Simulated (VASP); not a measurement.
A run of VASP 6.6.1:

Contents of POSCAR:

```
RbBr
1.0
    5.8901389857      0.0000000000      0.0000000000
   -2.9450694929      5.1010099934      0.0000000000
    0.0000000000      0.0000000000      6.8703326266
Rb Br
2 2
Direct
    0.3333333333      0.6666666667     -0.0625000000
    0.6666666667      0.3333333333      0.4375000000
    0.3333333333      0.6666666667      0.4375000000
    0.6666666667      0.3333333333      0.9375000000
```

Contents of INCAR.step1:

```
PREC     = Accurate       # precision mode
ENCUT    = 520            # plane-wave cutoff, eV
ISMEAR   = 0              # smearing method
SIGMA    = 0.01           # smearing width, eV
LREAL    = False          # projectors in reciprocal space
LASPH    = True           # aspherical terms in the spheres
NELM     = 80             # most SCF steps
NBANDS   = 24             # bands
GGA      = PE             # functional
ALGO     = Normal         # electronic algorithm
EDIFF    = 1E-4           # SCF threshold, eV
LWAVE    = True           # write WAVECAR
LCHARG   = False          # write CHGCAR
```

INCAR.step2

```
PREC     = Accurate       # precision mode
ENCUT    = 520            # plane-wave cutoff, eV
EDIFF    = 1E-6           # SCF threshold, eV
ISMEAR   = 0              # smearing method
SIGMA    = 0.01           # smearing width, eV
LREAL    = False          # projectors in reciprocal space
LASPH    = True           # aspherical terms in the spheres
NELM     = 80             # most SCF steps
ALGO     = Normal         # electronic algorithm
ISIF     = 2              # what is computed and relaxed
LWAVE    = False          # write WAVECAR
LCHARG   = False          # write CHGCAR
METAGGA  = R2SCAN         # meta-GGA
LMIXTAU  = True         
NBANDS   = 24             # bands
ISTART   = 1
```

KPOINTS

```
Automatic mesh
0
Gamma
  6 6 4
```

Potentials or basis: VASP PAW PBE potentials, release 64 (Rb_sv, Br).

Command:

```sh
$ cat potpaw_PBE.64/Rb_sv/POTCAR potpaw_PBE.64/Br/POTCAR > POTCAR
$ cp INCAR.step1 INCAR
$ mpirun -np 1 vasp_std > vasp.out
$ cp INCAR.step2 INCAR
$ mpirun -np 1 vasp_std > vasp.out
```

Hardware: 1 thread of Intel(R) Xeon(R) 6975P-C (Granite Rapids), on a shared host.

Problem. How long does it take, and how much memory?

Solution. Wall time 4.1 min on 1 thread of Intel(R) Xeon(R) 6975P-C (Granite Rapids), on a shared host, peak memory 0.42 GiB. Counts: k points 21.
